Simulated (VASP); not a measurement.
BAs2:

```
B As
1.0
     3.38671    0.00000    0.00000
    -1.69335    2.93297    0.00000
     0.00000    0.00000    4.49943
B As
1 2
Direct
  0.00000 0.00000 0.00000
  0.33333 0.66667 0.26484
  0.66667 0.33333 0.73516
```

The cell was built from a structure type or drawn by symmetry, and may not be a known phase.

* Program: VASP 6.6.1
* Task: relaxation of cell and atoms
* Functional: PBE
* Potentials or basis: VASP PAW PBE potentials, release 64 (B, As)
* Cutoff: 600 eV
* k mesh: 18 × 18 × 10
* Occupations: gaussian, width 0.1 eV
* Spin: no spin polarisation

At the start: pressure -0.1 GPa; volume 14.90 Å³/atom.

Question: How do energy, volume and symmetry change on relaxing?

Answer: Over 11 steps the energy falls by 5.7 meV/atom and the volume is 15.03 Å³/atom (+0.9 %); space group P-3m1 (No. 164, to 0.1 Å) before and after.

The path:
```
step  energy change (eV)  largest force (eV/Å)  pressure (GPa)  volume (Å³)
   1              0.0000                0.0554           -0.11        44.69
   2             -0.0095                0.0747           -0.05        44.62
   3             -0.0115                0.1733            0.01        44.57
   4             -0.0142                0.0895            0.37        44.56
   5             -0.0154                0.0214            0.89        44.54
   6             -0.0168                0.0107            0.21        44.89
   7             -0.0170                0.0051           -0.08        45.06
   8             -0.0170                0.0049           -0.08        45.07
   9             -0.0170                0.0040           -0.13        45.09
  10             -0.0170                0.0002           -0.09        45.09
  11             -0.0171                0.0065           -0.02        45.09
```

Final structure:
```yaml
crystal:
  lattice:
    - [3.33347, 0.00000, 0.00000]
    - [-1.66674, 2.88687, 0.00000]
    - [0.00000, 0.00000, 4.68546]
  atoms:
    - { symbol: B, position: [0.00000, 0.00000, 0.00000] }
    - { symbol: As, position: [0.33333, 0.66667, 0.25920] }
    - { symbol: As, position: [0.66667, 0.33333, 0.74080] }
```
